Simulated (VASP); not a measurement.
# Al4N5 in VASP: notebook

Runs on Al4N5. Level: PBE+D3(BJ). Tasks: single point.

All numbers are computed with VASP 6.6.1; they aren't measurements. Logs are shortened: lines on timing, memory, paths and dates and some standing lists are left out, and cuts for length are marked.

### 1 The cell of the first run

The cell holds a slab with vacuum, 18 atoms: a = 6.218 Å, b = 4.978 Å, c = 22.061 Å, α = 90.00°, β = 90.00°, γ = 90.00°.

### 2 Single point, PBE+D3(BJ)

INCAR reads:

```
ALGO     = Normal         # electronic algorithm
DIPOL    = 0.5 0.5 0.289
EDIFF    = 1E-6           # SCF threshold, eV
ENCUT    = 520            # plane-wave cutoff, eV
GGA      = PE             # functional
IDIPOL   = 3            
ISIF     = 2              # what is computed and relaxed
ISMEAR   = 0              # smearing method
IVDW     = 12             # dispersion correction
LASPH    = T              # aspherical terms in the spheres
LCHARG   = T              # write CHGCAR
LDIPOL   = T            
LELF     = T              # ELF
LREAL    = Auto         
LVACPOTAV= T            
LVHAR    = T            
LWAVE    = F              # write WAVECAR
NBANDS   = 52             # bands
NELM     = 100            # most SCF steps
PREC     = Accurate       # precision mode
SIGMA    = 0.05           # smearing width, eV
```

KPOINTS reads:

```
k-points
0
Gamma
  5 6 1
```

POSCAR reads:

```
Al4N5
1.0
    6.2178777932      0.0000000000      0.0000000000
    0.0000000000      4.9778062151      0.0000000000
    0.0000000000      0.0000000000     22.0612415661
Al N
8 10
Direct
    0.0000000000      0.9984444684      0.1813134582
    0.5000000000      0.9984444684      0.1813134582
    0.2500000000      0.4984444684      0.2219944576
    0.7500000000      0.4984444684      0.2219944576
    0.2500000000      0.9927115344      0.3083994001
    0.7500000000      0.9927115344      0.3083994001
    0.0000000000      0.4640676885      0.3340308200
    0.5000000000      0.4640676885      0.3340308200
    0.0000000000      0.6165555316      0.1813134582
    0.5000000000      0.6165555316      0.1813134582
    0.2500000000      0.1165555316      0.2219944576
    0.7500000000      0.1165555316      0.2219944576
    0.2500000000      0.6144481599      0.3071137031
    0.7500000000      0.6144481599      0.3071137031
    0.0000000000      0.1109285761      0.3427387141
    0.5000000000      0.1109285761      0.3427387141
    0.0000000000      0.1109285761      0.4741909713
    0.0000000000      0.1109285761      0.5240521723
```

Potentials or basis: VASP PAW PBE potentials, release 64 (Al, N).

On the command line:

```sh
cat potpaw_PBE.64/Al/POTCAR potpaw_PBE.64/N/POTCAR > POTCAR
mpirun -np 1 vasp_std > vasp.out
```

OUTCAR:

```text
EDIFF = 1E-6
   ENCUT = 520
   GGA = PE
   ISIF = 2
   ISMEAR = 0
   IVDW = 12
   LASPH = T
   LREAL = Auto
   NELM = 100
   PREC = Accurate
 IVDW          = 12

 ion  position               nearest neighbor table
   1  0.000  0.998  0.181-  11 1.89  12 1.89   9 1.90   4 3.07   3 3.07   3 3.07   4 3.07   2 3.11
                             2 3.11   5 3.21   6 3.21
   2  0.500  0.998  0.181-  11 1.89  12 1.89  10 1.90   4 3.07   3 3.07   3 3.07   4 3.07   1 3.11
                             1 3.11   5 3.21   6 3.21
   3  0.250  0.498  0.222-   9 1.89  10 1.89  11 1.90  13 1.96   7 2.92   8 2.92   1 3.07   2 3.07
                             1 3.07   2 3.07   4 3.11   4 3.11   5 3.11   5 3.16
   4  0.750  0.498  0.222-   9 1.89  10 1.89  12 1.90  14 1.96   7 2.92   8 2.92   1 3.07   2 3.07
                             1 3.07   2 3.07   3 3.11   3 3.11   6 3.11   6 3.16
   5  0.250  0.993  0.308-  15 1.83  16 1.83  13 1.88  11 2.00   7 2.87   8 2.87   7 3.11   8 3.11
                             6 3.11   6 3.11   3 3.11   3 3.16   2 3.21   1 3.21
   6  0.750  0.993  0.308-  15 1.83  16 1.83  14 1.88  12 2.00   7 2.87   8 2.87   7 3.11   8 3.11
                             5 3.11   5 3.11   4 3.11   4 3.16   2 3.21   1 3.21
   7  0.000  0.464  0.334-  15 1.77  14 1.82  13 1.82   6 2.87   5 2.87   4 2.92   3 2.92   6 3.11
                             5 3.11   8 3.11   8 3.11
   8  0.500  0.464  0.334-  16 1.77  14 1.82  13 1.82   6 2.87   5 2.87   4 2.92   3 2.92   6 3.11
                             5 3.11   7 3.11   7 3.11
   9  0.000  0.617  0.181-   3 1.89   4 1.89   1 1.90
  10  0.500  0.617  0.181-   3 1.89   4 1.89   2 1.90
  11  0.250  0.117  0.222-   1 1.89   2 1.89   3 1.90   5 2.00
  12  0.750  0.117  0.222-   1 1.89   2 1.89   4 1.90   6 2.00
  13  0.250  0.614  0.307-   7 1.82   8 1.82   5 1.88   3 1.96
  14  0.750  0.614  0.307-   7 1.82   8 1.82   6 1.88   4 1.96
  15  0.000  0.111  0.343-   7 1.77   6 1.83   5 1.83
  16  0.500  0.111  0.343-   8 1.77   6 1.83   5 1.83
  17  0.000  0.111  0.474-  18 1.10
  18  0.000  0.111  0.524-  17 1.10

  LATTYP: Found a simple orthorhombic cell.
 ALAT       =     4.9778062151
 B/A-ratio  =     1.2491200992
 C/A-ratio  =     4.4319205314

  Lattice vectors:

 A1 = (   0.0000000000,  -4.9778062151,   0.0000000000)
 A2 = (   6.2178777932,   0.0000000000,   0.0000000000)
 A3 = (   0.0000000000,   0.0000000000,  22.0612415661)

Analysis of symmetry for initial positions (statically):
=====================================================================
 Subroutine PRICEL returns:
 Original cell was already a primitive cell.

 Routine SETGRP: Setting up the symmetry group for a
 simple orthorhombic supercell.

 Subroutine GETGRP returns: Found  2 space group operations
 (whereof  2 operations were pure point group operations)
 out of a pool of  8 trial point group operations.

The static configuration has the point symmetry C_1h.

Analysis of symmetry for dynamics (positions and initial velocities):
=====================================================================
 Subroutine PRICEL returns:
 Original cell was already a primitive cell.

 Routine SETGRP: Setting up the symmetry group for a
 simple orthorhombic supercell.

 Subroutine GETGRP returns: Found  2 space group operations
 (whereof  2 operations were pure point group operations)
 out of a pool of  8 trial point group operations.

The dynamic configuration has the point symmetry C_1h.

 Subroutine INISYM returns: Found  2 space group operations
 (whereof  2 operations are pure point group operations),
 and found     1 'primitive' translations

----------------------------------------------------------------------------------------

                                     Primitive cell

  volume of cell :     682.8261

  direct lattice vectors                    reciprocal lattice vectors
     6.217877793  0.000000000  0.000000000     0.160826577  0.000000000  0.000000000
     0.000000000  4.977806215  0.000000000     0.000000000  0.200891709  0.000000000
     0.000000000  0.000000000 22.061241566     0.000000000  0.000000000  0.045328365

  length of vectors
     6.217877793  4.977806215 22.061241566     0.160826577  0.200891709  0.045328365

  position of ions in fractional coordinates (direct lattice)
     0.000000000  0.998444468  0.181313458
     0.500000000  0.998444468  0.181313458
     0.250000000  0.498444468  0.221994458
     0.750000000  0.498444468  0.221994458
     0.250000000  0.992711534  0.308399400
     0.750000000  0.992711534  0.308399400
[... 10 lines left out ...]
     0.000000000  0.110928576  0.474190971
     0.000000000  0.110928576  0.524052172

  ion indices of the primitive-cell ions
   primitive index   ion index
                 1           1
                 2           2
                 3           3
                 4           4
                 5           5
                 6           6
[... 10 lines left out ...]
                17          17
                18          18

----------------------------------------------------------------------------------------

 KPOINTS: k-points

Automatic generation of k-mesh.
 Grid dimensions read from file:
 generate k-points for:    5    6    1

 Generating k-lattice:

  Cartesian coordinates                     Fractional coordinates (reciprocal lattice)
     0.032165315  0.000000000  0.000000000     0.200000000  0.000000000  0.000000000
     0.000000000  0.033481952  0.000000000     0.000000000  0.166666667  0.000000000
     0.000000000  0.000000000  0.045328365     0.000000000  0.000000000  1.000000000

  Length of vectors
     0.032165315  0.033481952  0.045328365

  Shift w.r.t. Gamma in fractional coordinates (k-lattice)
     0.000000000  0.000000000  0.000000000

 Subroutine IBZKPT returns following result:
 ===========================================

 Found     12 irreducible k-points:

 Following reciprocal coordinates:
            Coordinates               Weight
  0.000000  0.000000  0.000000      1.000000
  0.200000  0.000000  0.000000      2.000000
  0.400000  0.000000  0.000000      2.000000
  0.000000  0.166667  0.000000      2.000000
  0.200000  0.166667  0.000000      4.000000
  0.400000  0.166667  0.000000      4.000000
  0.000000  0.333333  0.000000      2.000000
  0.200000  0.333333  0.000000      4.000000
  0.400000  0.333333  0.000000      4.000000
  0.000000  0.500000  0.000000      1.000000
  0.200000  0.500000  0.000000      2.000000
  0.400000  0.500000  0.000000      2.000000
   k-points           NKPTS =     12   k-points in BZ     NKDIM =     12   number of bands    NBANDS=     52
   number of dos      NEDOS =    301   number of ions     NIONS =     18
   total plane-waves  NPLWV = 322560
   dimension x,y,z NGX =    48 NGY =   40 NGZ =  168
   dimension x,y,z NGXF=    96 NGYF=   80 NGZF=  336
   ions per type =               8  10
   NGX,Y,Z   is equivalent  to a cutoff of  12.83, 13.36, 12.66 a.u.
   NGXF,Y,Z  is equivalent  to a cutoff of  25.67, 26.72, 25.32 a.u.
 SYSTEM =  unknown system
   PREC   = accura    normal or accurate (medium, high low for compatibility)
   ISTART =      0    job   : 0-new  1-cont  2-samecut
   ICHARG =      2    charge: 1-file 2-atom 10-const
   ISPIN  =      1    spin polarized calculation?
   LNONCOLLINEAR =      F non collinear calculations
   LSORBIT =      F    spin-orbit coupling
   LASPH  =      T    aspherical Exc in radial PAW
   ENCUT  =  520.0 eV  38.22 Ry    6.18 a.u.  11.56  9.26 41.02*2*pi/ulx,y,z
   NELM   =    100;   NELMIN=  2; NELMDL= -5     # of ELM steps
   EDIFF  = 0.1E-05   stopping-criterion for ELM
   LREAL  =      T    real-space projection
   EDIFFG = 0.1E-04   stopping-criterion for IOM
   NSW    =      0    number of steps for IOM
   IBRION =     -1    ionic relax: 0-MD 1-quasi-New 2-CG
   NFREE  =      0    steps in history (QN), initial steepest desc. (CG)
   ISIF   =      2    stress and relaxation
   ISYM   =      2    0-nonsym 1-usesym 2-fastsym
   POTIM  = 0.5000    time-step for ionic-motion
   TEBEG  =    0.0;   TEEND  =   0.0 temperature during run
   PSTRESS=    0.0 pullay stress
   NELECT =      74.0000    total number of electrons
   NUPDOWN=      -1.0000    fix difference up-down
   EMIN   =  10.00;   EMAX   =-10.00  energy-range for DOS
   EFERMI =   0.00;   METHOD = LEGACY
   ISMEAR =     0;   SIGMA  =   0.05  broadening in eV -4-tet -1-fermi 0-gaus
   EFERMI_NEDOS =   21; number of points for ismear=-14 and -15
   IALGO  =     38    algorithm
   IMIX   =      4    mixing-type and parameters
     AMIX     =   0.40;   BMIX     =  1.00
     AMIX_MAG =   1.60;   BMIX_MAG =  1.00
  volume/ion in A,a.u.               =      37.93       256.00
  Fermi-wavevector in a.u.,A,eV,Ry     =   0.780516  1.474962  8.288749  0.609206
  Thomas-Fermi vector in A             =   1.883844
   LORBIT       =      0    0 simple, 1 ext, 2 COOP (PROOUT), +10 PAW based schemes
   GGA     = PE    functional components
   LHFCALC =     F    Hartree Fock is set to
   AEXX    =    0.0000 exact exchange contribution
   IVDW    =    12    specifies the selected vdW correction
   LEPSILON=     F    determine dielectric tensor
   LRPA    =     F    only Hartree local field effects (RPA)
 non-spin polarized calculation
 Gauss-broadening in eV      SIGMA  =   0.05
  energy-cutoff  :      520.00
  volume of cell :      682.83
 maximum number of plane-waves:     18410
 NGX is ok and might be reduce to    48
   NGX = 23   NGY = 19   NGZ = 83

 dipolmoment           0.000000      0.000000     -0.002172 electrons x Angstroem

 number of electron      73.9999994 magnetization

 dipolmoment           0.000000      0.000000      0.061287 electrons x Angstroem

 Free energy of the ion-electron system (eV)
  ---------------------------------------------------
  ext. energy  EPLUGINS =         0.00000000
  ---------------------------------------------------
  free energy    TOTEN  =      -126.50700017 eV

  energy without entropy =     -126.50700017  energy(sigma->0) =     -126.50700017

 E-fermi :  -1.7055     XC(G=0):  -3.9011

 val. band max:       -1.9573318143   @ k =   0.0000   0.5000   0.0000
 cond. band min:      -0.5249050374   @ k =   0.0000   0.0000   0.0000
 fundamental gap:      1.4324267769
 Fermi energy:        -1.7055018622

 k-point     1 :       0.0000    0.0000    0.0000
  band No.  band energies     occupation
      1     -25.1017      2.00000
      2     -17.2892      2.00000
      3     -16.1194      2.00000
      4     -16.1095      2.00000
      5     -15.2456      2.00000
      6     -14.8467      2.00000
[... 41 lines left out ...]
     48       3.6144      0.00000
     49       3.6684      0.00000

 k-point     2 :       0.2000    0.0000    0.0000
  band No.  band energies     occupation
      1     -25.1017      2.00000
      2     -17.2046      2.00000
      3     -16.2694      2.00000
      4     -16.0510      2.00000
      5     -15.3521      2.00000
      6     -14.8019      2.00000
[... 512 lines left out ...]
 k-point    12 :       0.4000    0.5000    0.0000
  band No.  band energies     occupation
      1     -25.1009      2.00000
      2     -16.5100      2.00000
      3     -16.2520      2.00000
      4     -16.0486      2.00000
      5     -15.7709      2.00000
      6     -14.8878      2.00000
[... 41 lines left out ...]
     48       4.4207      0.00000
     49       4.6151      0.00000
 [bands above 49 left out]

------------------------ aborting loop because EDIFF is reached ----------------------------------------

 Edisp (eV)   -2.82500

 E8    (eV) :    -1.1409

  FORCE on cell =-STRESS in cart. coord.  units (eV):
  Direction    XX          YY          ZZ          XY          YZ          ZX
  --------------------------------------------------------------------------------------
  -------------------------------------------------------------------------------------
  Total       5.36252    -3.89304    -1.66317     0.00000     1.58154     0.00000
  in kB      12.58257    -9.13460    -3.90244     0.00000     3.71091     0.00000
  external pressure =       -0.15 kB  Pullay stress =        0.00 kB

 VOLUME and BASIS-vectors are now :
 -----------------------------------------------------------------------------
  energy-cutoff  :      520.00
  volume of cell :      682.83
      direct lattice vectors                 reciprocal lattice vectors
     6.217877793  0.000000000  0.000000000     0.160826577  0.000000000  0.000000000
     0.000000000  4.977806215  0.000000000     0.000000000  0.200891709  0.000000000
     0.000000000  0.000000000 22.061241566     0.000000000  0.000000000  0.045328365

 POSITION                                       TOTAL-FORCE (eV/Angst)
 -----------------------------------------------------------------------------------
      0.00000      4.97006      4.00000         0.000000     -1.582680      2.241698
      3.10894      4.97006      4.00000         0.000000     -1.585793      2.216556
      1.55447      2.48116      4.89747        -0.004399      0.797847     -1.866819
      4.66341      2.48116      4.89747         0.004399      0.797847     -1.866819
      1.55447      4.94153      6.80367        -0.079238      0.003701     -0.040085
      4.66341      4.94153      6.80367         0.079238      0.003701     -0.040085
[... 10 lines left out ...]
      0.00000      0.55218     10.46124         0.000000      0.013809     -1.865016
      0.00000      0.55218     11.56124         0.000000     -0.015085      2.278178
 -----------------------------------------------------------------------------------
    total drift:                                0.000000     -0.013249     -0.007369

  FREE ENERGIE OF THE ION-ELECTRON SYSTEM (eV)
  ---------------------------------------------------
  free  energy   TOTEN  =      -129.3320012216 eV

  energy  without entropy=     -129.3320012216  energy(sigma->0) =     -129.33200122

 vacuum level on the upper side and lower side of the slab         3.327         2.968
```

Wall time 21 min (1 thread of AMD EPYC 7R13 (Zen 3), shared host); peak memory 0.74 GiB.

Results:

```yaml
Free_energy: -129.3320 eV
Largest_force: 2.744 eV/Å
Band_gap_on_the_k_mesh: 1.43 eV (least direct gap 1.45 eV)
Dispersion_energy_per_atom: -0.157 eV
```

Forces on the atoms (eV/Å):
```
Al   0.000 -1.583  2.242
Al   0.000 -1.586  2.217
Al  -0.004  0.798 -1.867
Al   0.004  0.798 -1.867
Al  -0.079  0.004 -0.040
Al   0.079  0.004 -0.040
Al   0.000 -0.062 -0.092
Al   0.000  0.011 -0.039
N    0.000  0.684  0.649
N    0.000  0.682  0.656
N    0.017  0.094 -1.014
N   -0.017  0.094 -1.014
N    0.017  0.036  0.031
N   -0.017  0.036  0.031
N    0.000  0.000 -0.328
N    0.000 -0.007  0.063
N    0.000  0.014 -1.865
N    0.000 -0.015  2.278
```

Caveat: the standard files for N, O and F lose accuracy on very short bonds.

### 3 Single point, PBE+D3(BJ)

INCAR reads:

```
PREC = Accurate ; ENCUT = 520
EDIFF = 1E-6 ; ISMEAR = 0
SIGMA = 0.05 ; LREAL = Auto
LASPH = T ; NELM = 100
ALGO = Normal ; ISIF = 2
LWAVE = F ; LCHARG = F
LDIPOL = T ; IDIPOL = 3
DIPOL = 0.5 0.5 0.289 ; GGA = PE
IVDW = 12 ; NBANDS = 52
```

KPOINTS reads:

```
Automatic mesh
0
Gamma
  5 6 1
```

POSCAR, as its differences from that of step 2:

```diff
@@ -24,3 +24,3 @@
     0.5000000000      0.1109285761      0.3427387141
-    0.0000000000      0.1109285761      0.4741909713
-    0.0000000000      0.1109285761      0.5240521723
+    0.0000000000      0.6109285761      0.4741909713
+    0.0000000000      0.6109285761      0.5240521723
```

Potentials or basis: VASP PAW PBE potentials, release 64 (Al, N).

On the command line:

```sh
cat potpaw_PBE.64/Al/POTCAR potpaw_PBE.64/N/POTCAR > POTCAR
mpirun -np 1 vasp_std > vasp.out
```

Wall time 21 min (1 thread of AMD EPYC 7R13 (Zen 3), shared host); peak memory 0.74 GiB.

Results (log left out):

```yaml
Free_energy: -129.5823 eV
Largest_force: 2.740 eV/Å
Band_gap_on_the_k_mesh: 1.46 eV (least direct gap 1.48 eV)
Dispersion_energy_per_atom: -0.157 eV
```

Forces in eV/Å, atoms in the order of the input:
```
Al   0.000 -1.590  2.232
Al   0.000 -1.592  2.219
Al   0.005  0.816 -1.851
Al  -0.005  0.816 -1.851
Al  -0.052 -0.035 -0.022
Al   0.052 -0.035 -0.022
Al   0.000  0.050  0.165
Al   0.000  0.029 -0.050
N    0.000  0.685  0.643
N    0.000  0.684  0.643
N    0.004  0.095 -0.995
N   -0.004  0.095 -0.995
N    0.015  0.017 -0.006
N   -0.015  0.017 -0.006
N    0.000 -0.016 -0.002
N    0.000 -0.008  0.063
N    0.000 -0.054 -2.183
N    0.000  0.027  2.017
```

Levels at points of the mesh, in eV from the valence-band top:
```
           k point  band 35  band 36  band 37  band 38  band 39  band 40
(0.00, 0.00, 0.00)    -0.25    -0.07    -0.01     1.46     2.64     2.74
(0.00, 0.50, 0.00)    -0.40    -0.25     0.00     1.92     2.62     2.66
```

Caveat: the standard files for N, O and F lose accuracy on very short bonds.
